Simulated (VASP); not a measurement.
NaSi12O24 (a cell with a defect): single point with PBE

The system is NaSi12O24 (a cell with a defect).

```xyz
37
Lattice="-2.4583 4.2579 5.4316 4.9166 0.0000 5.4316 4.9166 8.5157 0.0000" Properties=species:S:1:pos:R:3 pbc="T T T"
Si    3.8324    1.8495    7.1674
Si    1.3605    2.2376   -0.0501
Si    7.3684    8.5199    3.4997
Si    6.3772    6.2276    7.3268
Si    3.8196    6.5162   -0.0669
Si    4.7227    4.3982    3.7426
Si    1.2800    6.5601    7.3461
Si    3.9066    6.8045    5.6095
Si   -0.0865    4.1826    3.5593
Si    3.8072   10.4592    7.1378
Si    1.2678    2.0139    5.3256
Si    2.4006    8.5116    3.6639
O     3.8379    3.1268    8.2123
O     0.7766    3.4935    4.7864
O     0.3770    1.6269    1.0930
O     6.2672    9.5791    4.0402
O     0.3392    6.8426    6.0634
O     0.9966    5.0338    7.8841
O     6.4887    7.2012    8.6262
O     3.4402    8.1531    4.8711
O     2.8854    5.9983    1.1605
O     3.8640    5.5109    4.5856
O     2.8639   10.9912    5.9333
O     3.1475    9.2323    7.9566
O     3.6037    3.3772    3.1132
O     5.6679    3.6237    4.8035
O     2.8260    6.4579    6.7988
O     3.9607    5.3912    9.6299
O     5.3811    6.9154    6.2333
O     0.9041    4.7872    2.4155
O     6.5147    7.3909    2.7575
O     8.2265    7.9299    4.7419
O     5.2240    9.9750    6.4959
O     6.2949    9.6636    9.6004
O     2.7614    2.2426    5.9760
O     3.3267    9.0099    2.4268
Na    2.5146    4.3683    6.1908
```

* Program: VASP 6.6.1
* Task: single point
* Functional: PBE
* Potentials or basis: VASP PAW PBE potentials, release 64 (Si, O, Na_pv)
* Cutoff: 520 eV
* k mesh: 1 × 1 × 1
* Occupations: fermi-dirac, width 0.02 eV
* Spin: no spin polarisation
* Dipole correction: no
* Charge: 1
* Further INCAR settings: LREAL = Auto; ALGO = Normal; EDIFF = 1e-06; NBANDS = 124; NELECT = 198.0

```yaml
Largest_force: 0.042 eV/Å
```

Forces on the atoms (eV/Å):
```
Si   0.008 -0.005 -0.017
Si   0.006  0.007 -0.016
Si  -0.033 -0.010 -0.025
Si   0.005 -0.024 -0.003
Si   0.024  0.023  0.009
Si  -0.001  0.007  0.006
Si   0.006 -0.009 -0.013
Si  -0.015 -0.017  0.003
Si  -0.013  0.001  0.010
Si   0.010 -0.017  0.011
Si   0.019  0.012 -0.003
Si  -0.008  0.014 -0.008
O    0.003 -0.023 -0.006
O    0.001  0.001  0.005
O   -0.005  0.016 -0.002
O    0.014 -0.006  0.007
O    0.005 -0.016  0.009
O   -0.008 -0.012  0.009
O    0.007 -0.001  0.006
O   -0.013 -0.010  0.002
O   -0.006  0.013 -0.006
O    0.003  0.013 -0.002
O   -0.012 -0.008  0.000
O   -0.014  0.003  0.005
O    0.005  0.006  0.009
O   -0.011 -0.001 -0.006
O    0.021  0.025 -0.023
O    0.003  0.009  0.009
O    0.023 -0.010  0.022
O   -0.001  0.018  0.003
O    0.031 -0.006 -0.006
O   -0.006 -0.009 -0.002
O   -0.012  0.020  0.008
O    0.003  0.000  0.004
O   -0.010 -0.004  0.004
O   -0.021 -0.009  0.011
Na  -0.008  0.011 -0.013
```

Levels at points of the mesh, in eV from the Fermi level:
| k point | band 96 | band 97 | band 98 | band 99 | band 100 | band 101 | band 102 | band 103 |
| --- | --- | --- | --- | --- | --- | --- | --- | --- |
| (0.00, 0.00, 0.00) | -0.72 | -0.66 | -0.58 | -0.55 | 5.22 | 7.49 | 7.61 | 8.06 |

Wall time 96 s on 1 thread of Intel(R) Xeon(R) Platinum 8559C (Emerald Rapids), with other jobs on the host, peak memory 0.48 GiB.

Caveat: the k points lie up to 0.94 Å⁻¹ apart; the cell carries a net charge on a neutralising background, which shifts energy and pressure; the cell is charged against a uniform background, so pressure and absolute levels hang on convention.
